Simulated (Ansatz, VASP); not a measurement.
# HfO2 in VASP and in Ansatz

Contents of INCAR:

```
  ALGO = Normal
  EDIFF = 1E-7
  ENCUT = 520
  GGA = PE
  ISIF = 2
  ISMEAR = -1
  LASPH = T
  LCHARG = T
  LELF = T
  LREAL = F
  LVHAR = T
  LWAVE = F
  NBANDS = 56
  NELM = 80
  PREC = Accurate
  SIGMA = 0.05
```

File KPOINTS:

```
k-points
0
Gamma
  4 4 4
```

POSCAR

```
HfO2
1.0
    4.9132800000      0.0000000000      0.0000000000
    0.0000000000      4.9782720000      0.0000000000
   -0.8243165374      0.0000000000      5.2138671406
Hf O
4 8
Direct
    0.2755000000      0.4603000000      0.7080000000
    0.7245000000      0.9603000000      0.7920000000
    0.7245000000      0.5397000000      0.2920000000
    0.2755000000      0.0397000000      0.2080000000
    0.0742000000      0.1684000000      0.8467000000
    0.9258000000      0.6684000000      0.6533000000
    0.9258000000      0.8316000000      0.1533000000
    0.0742000000      0.3316000000      0.3467000000
    0.4487000000      0.7419000000      0.9801000000
    0.5513000000      0.2419000000      0.5199000000
    0.5513000000      0.2581000000      0.0199000000
    0.4487000000      0.7581000000      0.4801000000
```

File input.yaml:

```yaml
crystal:
  lattice:
    - [4.91328, 0.0, 0.0]
    - [0.0, 4.978272, 0.0]
    - [-0.8243165374, 0.0, 5.2138671406]
  atoms:
    - { symbol: Hf, position: [0.2755, 0.4603, 0.708] }
    - { symbol: Hf, position: [0.7245, 0.9603, 0.792] }
    - { symbol: Hf, position: [0.7245, 0.5397, 0.292] }
    - { symbol: Hf, position: [0.2755, 0.0397, 0.208] }
    - { symbol: O, position: [0.0742, 0.1684, 0.8467] }
    - { symbol: O, position: [0.9258, 0.6684, 0.6533] }
    - { symbol: O, position: [0.9258, 0.8316, 0.1533] }
    - { symbol: O, position: [0.0742, 0.3316, 0.3467] }
    - { symbol: O, position: [0.4487, 0.7419, 0.9801] }
    - { symbol: O, position: [0.5513, 0.2419, 0.5199] }
    - { symbol: O, position: [0.5513, 0.2581, 0.0199] }
    - { symbol: O, position: [0.4487, 0.7581, 0.4801] }
hamiltonian:
  xc: pbe
  pseudopotentials: { kind: paw }
kpoints:
  mp_grid: { grid: [4, 4, 4] }
scf:
  occupations: { method: fermi_dirac, width: 0.05 }
output:
  forces: true
  stress: true
  eigenvalues: true
```

Alike in both runs: task single point; functional PBE; k mesh 4 × 4 × 4; occupations fermi-dirac, width 0.05 eV; no spin polarisation.

|  | VASP | Ansatz |
| --- | --- | --- |
| version | VASP 6.6.1 | Ansatz 0.2.0 |
| potentials or method | VASP PAW PBE potentials, release 64 (Hf_pv, O) | Ansatz PAW |
| plane-wave cutoff (eV) | 520 | 420 |
| valence electrons in the cell | 88 | 152 |

Ansatz gave:

| Quantity | Value |
| --- | --- |
| gap on the k mesh at the Fermi level (eV) | 4.41 |
| least direct gap on the mesh (eV) | 4.56 |
| pressure (GPa) | 31.2 |
| traceless stress, the component that is largest in VASP (GPa) | -8.89 |
| rms of the force components (eV/Å) | 0.469 |

What did VASP give for the same quantities?

gap on the k mesh at the Fermi level (eV): 4.41; least direct gap on the mesh (eV): 4.52; pressure (GPa): 27.6; traceless stress, the component that is largest in VASP (GPa): -9.10; rms of the force components (eV/Å): 0.444.

Atom by atom the forces differ by 0.036 eV/Å (rms over components). VASP's potentials hold 88 valence electrons a cell and Ansatz's 152, so a difference there can come from the potentials and not from the codes.

Neither program's run includes spin-orbit coupling.
